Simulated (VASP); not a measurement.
# P (Cmce) in VASP: notebook

P is run at these levels: PBEsol, LDA; tasks: vibrations by perturbation theory.

Program: VASP 6.6.1. These are calculated values, not measurements. Logs are shortened: lines on timing, memory, paths and dates and some standing lists are left out, and cuts for length are marked.

## Step 1: The cell of the first run

Symmetry: Cmce, No. 64, orthorhombic system. The conventional cell has a = 3.295 Å, b = 10.930 Å, c = 4.544 Å, α = 90.00°, β = 90.00°, γ = 90.00°. P (site symmetry m) has 3 P at 2.20 to 2.25 Å within 2.9 Å.

## Step 2: Vibrations by perturbation theory, PBEsol

Contents of INCAR:

```
  ALGO = Normal
  EDIFF = 1E-8
  ENCUT = 520
  GGA = PS
  IBRION = 8
  ISIF = 2
  ISMEAR = -1
  LASPH = True
  LCHARG = False
  LREAL = False
  LWAVE = False
  NELM = 60
  NSW = 1
  PREC = Accurate
  SIGMA = 0.05
```

Contents of KPOINTS:

```
k-points
0
Gamma
  6 6 5
```

Contents of POSCAR:

```
P
1.0
    1.6477431241     -5.4650377251      0.0000000000
    1.6477431241      5.4650377251      0.0000000000
    0.0000000000      0.0000000000      4.5436355900
P
4
Direct
    0.9041431300      0.0958568700      0.5888151700
    0.0958568700      0.9041431300      0.4111848300
    0.5958568700      0.4041431300      0.0888151700
    0.4041431300      0.5958568700      0.9111848300
```

Potentials or basis: VASP PAW PBE potentials, release 64 (P).

The run is started by

```
$ cat potpaw_PBE.64/P/POTCAR > POTCAR
$ mpirun -np 1 vasp_std > vasp.out
```

OUTCAR:

```text
EDIFF = 1E-8
   ENCUT = 520
   GGA = PS
   IBRION = 8
   ISIF = 2
   ISMEAR = -1
   LASPH = True
   LREAL = False
   NELM = 60
   NSW = 1
   PREC = Accurate

 ion  position               nearest neighbor table
   1  0.904  0.096  0.589-   4 2.20   4 2.20   2 2.25
   2  0.096  0.904  0.411-   3 2.20   3 2.20   1 2.25
   3  0.596  0.404  0.089-   2 2.20   2 2.20   4 2.25
   4  0.404  0.596  0.911-   1 2.20   1 2.20   3 2.25

  LATTYP: Found a base centered orthorhombic cell.
 ALAT       =     3.2954862482
 B/A-ratio  =     3.3166806435
 C/A-ratio  =     1.3787451222

  Lattice vectors:

 A1 = (   1.6477431241,  -5.4650377251,   0.0000000000)
 A2 = (   1.6477431241,   5.4650377251,   0.0000000000)
 A3 = (   0.0000000000,   0.0000000000,   4.5436355900)

Analysis of symmetry for initial positions (statically):
=====================================================================
 Subroutine PRICEL returns:
 Original cell was already a primitive cell.

 Routine SETGRP: Setting up the symmetry group for a
 base centered orthorhombic supercell.

 Subroutine GETGRP returns: Found  8 space group operations
 (whereof  4 operations were pure point group operations)
 out of a pool of  8 trial point group operations.

The static configuration has the point symmetry C_2h.
 The point group associated with its full space group is D_2h.

Analysis of symmetry for dynamics (positions and initial velocities):
=====================================================================
 Subroutine PRICEL returns:
 Original cell was already a primitive cell.

 Routine SETGRP: Setting up the symmetry group for a
 base centered orthorhombic supercell.

 Subroutine GETGRP returns: Found  8 space group operations
 (whereof  4 operations were pure point group operations)
 out of a pool of  8 trial point group operations.

The dynamic configuration has the point symmetry C_2h.
 The point group associated with its full space group is D_2h.

 Subroutine INISYM returns: Found  8 space group operations
 (whereof  4 operations are pure point group operations),
 and found     1 'primitive' translations

----------------------------------------------------------------------------------------

                                     Primitive cell

  volume of cell :      81.8307

  direct lattice vectors                    reciprocal lattice vectors
     1.647743124 -5.465037725  0.000000000     0.303445357 -0.091490677  0.000000000
     1.647743124  5.465037725  0.000000000     0.303445357  0.091490677  0.000000000
     0.000000000  0.000000000  4.543635590     0.000000000  0.000000000  0.220088073

  length of vectors
     5.708037731  5.708037731  4.543635590     0.316937894  0.316937894  0.220088073

  position of ions in fractional coordinates (direct lattice)
     0.904143130  0.095856870  0.588815170
     0.095856870  0.904143130  0.411184830
     0.595856870  0.404143130  0.088815170
     0.404143130  0.595856870  0.911184830

  ion indices of the primitive-cell ions
   primitive index   ion index
[... 525 lines left out ...]
      1      -9.3562      2.00000
      2      -7.4175      2.00000
      3      -4.1323      2.00000
      4      -1.4834      2.00000
      5      -0.0470      2.00000
      6       1.0075      2.00000
      7       1.7188      2.00000
      8       2.0324      2.00000
      9       4.3666      2.00000
     10       4.7334      2.00000
     11       6.8248      0.00000
     12       7.4947      0.00000
     13       8.8310      0.00000
     14       9.2795      0.00000

 [... further k-points ...]

------------------------ aborting loop because EDIFF is reached ----------------------------------------

  FORCE on cell =-STRESS in cart. coord.  units (eV):
  Direction    XX          YY          ZZ          XY          YZ          ZX
  --------------------------------------------------------------------------------------
  -------------------------------------------------------------------------------------
  Total       -0.4386159     -0.2721762     -0.3604628      0.0000000      0.0000000      0.0000000
  in kB       -8.5877389     -5.3289857     -7.0575642      0.0000000      0.0000000      0.0000000
  external PRESSURE =      -6.9914296 kB  Pullay stress =       0.0000000 kB

 VOLUME and BASIS-vectors are now :
 -----------------------------------------------------------------------------
  energy-cutoff  :      520.00
  volume of cell :       81.83
      direct lattice vectors                 reciprocal lattice vectors
     1.647743124 -5.465037725  0.000000000     0.303445357 -0.091490677  0.000000000
     1.647743124  5.465037725  0.000000000     0.303445357  0.091490677  0.000000000
     0.000000000  0.000000000  4.543635590     0.000000000  0.000000000  0.220088073

 POSITION                                       TOTAL-FORCE (eV/Angst)
 -----------------------------------------------------------------------------------
      1.64774     -4.41731      2.67536         0.000000      0.091617     -0.256344
      1.64774      4.41731      1.86827         0.000000     -0.091617      0.256344
      1.64774     -1.04772      0.40354         0.000000     -0.091617     -0.256344
      1.64774      1.04772      4.14009         0.000000      0.091617      0.256344
 -----------------------------------------------------------------------------------
    total drift:                               -0.000000     -0.000000      0.000000

  FREE ENERGIE OF THE ION-ELECTRON SYSTEM (eV)
  ---------------------------------------------------
  free  energy   TOTEN  =       -22.9622434530 eV

  energy  without entropy=      -22.9611287965  energy(sigma->0) =      -22.96168612

[... ionic steps 2 to 3 ...]

--------------------------------------- Ionic step        4  -------------------------------------------

------------------------ aborting loop because EDIFF is reached ----------------------------------------

--------------------------------------- Ionic step        5  -------------------------------------------

------------------------ aborting loop because EDIFF is reached ----------------------------------------

--------------------------------------- Ionic step        6  -------------------------------------------

 Free energy of the ion-electron system (eV)
  ---------------------------------------------------
  ---------------------------------------------------
  free energy    TOTEN  =        -0.05172636 eV

  energy without entropy =       -0.05172781

------------------------ aborting loop because EDIFF is reached ----------------------------------------

 INTERNAL STRAIN TENSOR  FOR ION    1  DIRECTION 3   (eV/Angst):
 -----------------------------------------------------------------------------
     5.80468  0.00000  0.00000
     0.00000 -3.62231 -6.04259
     0.00000 -5.92752 14.41612

 INTERNAL STRAIN TENSOR FOR ION    4 for displacements in x,y,z  (eV/Angst):
          X           Y           Z          XY          YZ          ZX
  --------------------------------------------------------------------------------
  x     0.00000     0.00000     0.00000    -3.91409     0.00000   -13.79074
  y    -1.61303   -15.48632    -2.86095     0.00000     0.50295     0.00000
  z    -5.80468     3.62231   -14.41612     0.00000    -5.92752     0.00000

 SECOND DERIVATIVES (NOT SYMMETRIZED)
 ------------------------------------
               1X          1Y          1Z          2X          2Y          2Z          3X          3Y          3Z          4X          4Y          4Z
  1X   -11.932880    0.000000    0.000000    1.111969    0.000000    0.000000    0.836665    0.000000    0.000000    9.984246    0.000000    0.000000
  1Y     0.000000   -9.228105   -0.958845    0.000000    8.432143    0.957644    0.000000   -1.100521   -1.053720    0.000000    1.896482    1.054921
  1Z     0.000000   -0.954124  -13.366657    0.000000    0.960731    1.037180    0.000000    1.046179    1.880265    0.000000   -1.052786   10.449212
  2X     1.111969    0.000000    0.000000  -11.932880    0.000000    0.000000    9.984246    0.000000    0.000000    0.836665    0.000000    0.000000
  2Y     0.000000    8.432143    0.957644    0.000000   -9.228105   -0.958845    0.000000    1.896482    1.054921    0.000000   -1.100521   -1.053720
  2Z     0.000000    0.960731    1.037180    0.000000   -0.954124  -13.366657    0.000000   -1.052786   10.449212    0.000000    1.046179    1.880265
  3X     0.836665    0.000000    0.000000    9.984246    0.000000    0.000000  -11.932880    0.000000    0.000000    1.111969    0.000000    0.000000
  3Y     0.000000   -1.100521    1.053720    0.000000    1.896482   -1.054921    0.000000   -9.228105    0.958845    0.000000    8.432143   -0.957644
  3Z     0.000000   -1.046179    1.880265    0.000000    1.052786   10.449212    0.000000    0.954124  -13.366657    0.000000   -0.960731    1.037180
  4X     9.984246    0.000000    0.000000    0.836665    0.000000    0.000000    1.111969    0.000000    0.000000  -11.932880    0.000000    0.000000
  4Y     0.000000    1.896482   -1.054921    0.000000   -1.100521    1.053720    0.000000    8.432143   -0.957644    0.000000   -9.228105    0.958845
  4Z     0.000000    1.052786   10.449212    0.000000   -1.046179    1.880265    0.000000   -0.960731    1.037180    0.000000    0.954124  -13.366657

 Eigenvectors and eigenvalues of the dynamical matrix
 ----------------------------------------------------

   1 f  =   13.948882 THz    87.643410 2PiTHz  465.284617 cm-1    57.687914 meV
             X         Y         Z           dx          dy          dz
      1.647743 -4.417315  2.675362     0.000000    0.000024    0.500000
      1.647743  4.417315  1.868274    -0.000000    0.000024    0.500000
      1.647743 -1.047723  0.403544     0.000000    0.000024   -0.500000
      1.647743  1.047723  4.140092    -0.000000    0.000024   -0.500000
[... 71 lines left out ...]
  12 f/i=    0.014709 THz     0.092421 2PiTHz    0.490645 cm-1     0.060832 meV
             X         Y         Z           dx          dy          dz
      1.647743 -4.417315  2.675362     0.000000   -0.002075   -0.499996
      1.647743  4.417315  1.868274     0.000000   -0.002075   -0.499996
      1.647743 -1.047723  0.403544     0.000000    0.002075   -0.499996
      1.647743  1.047723  4.140092     0.000000    0.002075   -0.499996

--------------------------------------------------------------------------------------------------------

 ELASTIC MODULI CONTR FROM IONIC RELAXATION (kBar)
 Direction    XX          YY          ZZ          XY          YZ          ZX
 --------------------------------------------------------------------------------
 XX        -153.6326   -147.3494   -364.6653     -0.0000      0.0000      0.0000
 YY        -147.3494  -1282.3047   -270.5353     -0.0000     -0.0000     -0.0000
 ZZ        -364.6653   -270.5353   -871.0763     -0.0000      0.0000      0.0000
 XY          -0.0000     -0.0000     -0.0000   -307.8620      0.0000      0.0000
 YZ           0.0000     -0.0000     -0.0000      0.0000   -473.4207     -0.0000
 ZX           0.0000     -0.0000      0.0000      0.0000     -0.0000   -671.1576
 --------------------------------------------------------------------------------
```

It took 5.9 min on 1 thread of Intel Xeon Platinum 8375C at 2.90GHz (Ice Lake), shared host; peak memory 0.39 GiB.

What came out:

```yaml
Highest_phonon_frequency_at_Γ: 465 cm⁻¹
```

Phonon frequencies in cm⁻¹ (negative: imaginary):
```
              q point                                frequencies
(0.000, 0.000, 0.000)  0 0 0 118 185 226 338 426 436 441 465 465
```

Caveat: the PAW data sets were made with another functional, which shifts forces and pressure a little.

## Step 3: Vibrations by perturbation theory, LDA

Contents of INCAR:

```
SYSTEM = P
PREC = Accurate
ENCUT = 520
EDIFF = 1E-8
ISMEAR = -1
SIGMA = 0.05
LREAL = .FALSE.
LASPH = .TRUE.
NELM = 80
ALGO = Normal
ISIF = 2
LWAVE = .FALSE.
LCHARG = .TRUE.
GGA = CA
IBRION = 8
NSW = 1
```

Contents of KPOINTS:

```
regular mesh
0
G
  6 6 5
  0 0 0
```

POSCAR is that of step 2.

Potentials or basis: VASP PAW LDA potentials, release 64 (P).

The run is started by

```
$ cat potpaw_LDA.64/P/POTCAR > POTCAR
$ mpirun -np 1 vasp_std > vasp.out
```

OUTCAR:

```text
SYSTEM = P
   PREC = Accurate
   ENCUT = 520
   EDIFF = 1E-8
   ISMEAR = -1
   LREAL = .FALSE.
   LASPH = .TRUE.
   NELM = 80
   ISIF = 2
   GGA = CA
   IBRION = 8
   NSW = 1

 ion  position               nearest neighbor table
   1  0.904  0.096  0.589-   4 2.20   4 2.20   2 2.25
   2  0.096  0.904  0.411-   3 2.20   3 2.20   1 2.25
   3  0.596  0.404  0.089-   2 2.20   2 2.20   4 2.25
   4  0.404  0.596  0.911-   1 2.20   1 2.20   3 2.25

  LATTYP: Found a base centered orthorhombic cell.
 ALAT       =     3.2954862482
 B/A-ratio  =     3.3166806435
 C/A-ratio  =     1.3787451222

  Lattice vectors:

 A1 = (   1.6477431241,  -5.4650377251,   0.0000000000)
 A2 = (   1.6477431241,   5.4650377251,   0.0000000000)
 A3 = (   0.0000000000,   0.0000000000,   4.5436355900)

Analysis of symmetry for initial positions (statically):
=====================================================================
 Subroutine PRICEL returns:
 Original cell was already a primitive cell.

 Routine SETGRP: Setting up the symmetry group for a
 base centered orthorhombic supercell.

 Subroutine GETGRP returns: Found  8 space group operations
 (whereof  4 operations were pure point group operations)
 out of a pool of  8 trial point group operations.
[... 635 lines left out ...]
  ---------------------------------------------------
  free energy    TOTEN  =        -0.05215774 eV

  energy without entropy =       -0.05215963

------------------------ aborting loop because EDIFF is reached ----------------------------------------

 INTERNAL STRAIN TENSOR  FOR ION    1  DIRECTION 3   (eV/Angst):
 -----------------------------------------------------------------------------
     5.01796  0.00000  0.00000
     0.00000 -3.25469 -5.98311
     0.00000 -5.86367 14.09395

 INTERNAL STRAIN TENSOR FOR ION    4 for displacements in x,y,z  (eV/Angst):
          X           Y           Z          XY          YZ          ZX
  --------------------------------------------------------------------------------
  x     0.00000     0.00000     0.00000    -3.97986     0.00000   -13.10166
  y    -1.61223   -14.82436    -2.75437     0.00000     0.09184     0.00000
  z    -5.01796     3.25469   -14.09395     0.00000    -5.86367     0.00000

 SECOND DERIVATIVES (NOT SYMMETRIZED)
 ------------------------------------
               1X          1Y          1Z          2X          2Y          2Z          3X          3Y          3Z          4X          4Y          4Z
  1X   -11.488754    0.000000    0.000000    1.142370    0.000000    0.000000    0.822805    0.000000    0.000000    9.523579    0.000000    0.000000
  1Y     0.000000   -8.961776   -0.820661    0.000000    8.059606    0.819316    0.000000   -1.079988   -1.050925    0.000000    1.982158    1.052270
  1Z     0.000000   -0.815061  -12.996631    0.000000    0.823185    1.019550    0.000000    1.042456    1.859885    0.000000   -1.050580   10.117197
  2X     1.142370    0.000000    0.000000  -11.488754    0.000000    0.000000    9.523579    0.000000    0.000000    0.822805    0.000000    0.000000
  2Y     0.000000    8.059606    0.819316    0.000000   -8.961776   -0.820661    0.000000    1.982158    1.052270    0.000000   -1.079988   -1.050925
  2Z     0.000000    0.823185    1.019550    0.000000   -0.815061  -12.996631    0.000000   -1.050580   10.117197    0.000000    1.042456    1.859885
  3X     0.822805    0.000000    0.000000    9.523579    0.000000    0.000000  -11.488754    0.000000    0.000000    1.142370    0.000000    0.000000
  3Y     0.000000   -1.079988    1.050925    0.000000    1.982158   -1.052270    0.000000   -8.961776    0.820661    0.000000    8.059606   -0.819316
  3Z     0.000000   -1.042456    1.859885    0.000000    1.050580   10.117197    0.000000    0.815061  -12.996631    0.000000   -0.823185    1.019550
  4X     9.523579    0.000000    0.000000    0.822805    0.000000    0.000000    1.142370    0.000000    0.000000  -11.488754    0.000000    0.000000
  4Y     0.000000    1.982158   -1.052270    0.000000   -1.079988    1.050925    0.000000    8.059606   -0.819316    0.000000   -8.961776    0.820661
  4Z     0.000000    1.050580   10.117197    0.000000   -1.042456    1.859885    0.000000   -0.823185    1.019550    0.000000    0.815061  -12.996631

 Eigenvectors and eigenvalues of the dynamical matrix
 ----------------------------------------------------

   1 f  =   13.748097 THz    86.381840 2PiTHz  458.587149 cm-1    56.857534 meV
             X         Y         Z           dx          dy          dz
      1.647743 -4.417315  2.675362     0.000000   -0.000028   -0.500000
      1.647743  4.417315  1.868274    -0.000000   -0.000028   -0.500000
      1.647743 -1.047723  0.403544     0.000000   -0.000028    0.500000
      1.647743  1.047723  4.140092    -0.000000   -0.000028    0.500000
[... 71 lines left out ...]
  12 f/i=    0.016988 THz     0.106739 2PiTHz    0.566662 cm-1     0.070257 meV
             X         Y         Z           dx          dy          dz
      1.647743 -4.417315  2.675362    -0.000000   -0.002251   -0.499995
      1.647743  4.417315  1.868274    -0.000000   -0.002251   -0.499995
      1.647743 -1.047723  0.403544    -0.000000    0.002251   -0.499995
      1.647743  1.047723  4.140092    -0.000000    0.002251   -0.499995

--------------------------------------------------------------------------------------------------------

 ELASTIC MODULI CONTR FROM IONIC RELAXATION (kBar)
 Direction    XX          YY          ZZ          XY          YZ          ZX
 --------------------------------------------------------------------------------
 XX        -123.9169   -148.4180   -322.4720      0.0000      0.0000      0.0000
 YY        -148.4180  -1234.8253   -268.0760      0.0000      0.0000      0.0000
 ZZ        -322.4720   -268.0760   -852.3846      0.0000      0.0000      0.0000
 XY           0.0000      0.0000      0.0000   -315.6154      0.0000     -0.0000
 YZ           0.0000      0.0000      0.0000      0.0000   -468.8014      0.0000
 ZX           0.0000      0.0000      0.0000     -0.0000      0.0000   -630.1992
 --------------------------------------------------------------------------------
```

OSZICAR:

```text
N       E                     dE             d eps       ncg     rms          rms(c)
DAV:   1     0.693077165207E+02    0.69308E+02   -0.84178E+03  1092   0.121E+03
DAV:   2    -0.194453140647E+02   -0.88753E+02   -0.85866E+02  1446   0.185E+02
DAV:   3    -0.241721803911E+02   -0.47269E+01   -0.47070E+01  1452   0.465E+01
DAV:   4    -0.242397571049E+02   -0.67577E-01   -0.67523E-01  1432   0.640E+00
[... 56 lines left out ...]
RMM:   8    -0.521576345437E-01   -0.10144E-05   -0.23472E-07  2814   0.511E-04    0.219E-04
RMM:   9    -0.521577749396E-01   -0.14040E-06   -0.13154E-07  2909   0.179E-04    0.470E-05
RMM:  10    -0.521577369532E-01    0.37986E-07    0.63557E-08  2973   0.921E-05    0.147E-05
RMM:  11    -0.521577409067E-01   -0.39536E-08    0.87584E-10  3070   0.718E-05    0.566E-06
 Linear response finished
```

It took 5.5 min on 1 thread of Intel Xeon Platinum 8488C (Sapphire Rapids), shared host; peak memory 0.35 GiB.

Results:

```
Highest phonon frequency at Γ : 459 cm⁻¹
```

Phonon frequencies in cm⁻¹ (negative: imaginary):
```
              q point                                 frequencies
(0.000, 0.000, 0.000)  -1 0 0 126 186 225 332 420 426 433 456 459
```

Caveat: the cell stands under pressure or tension, which shifts response properties.
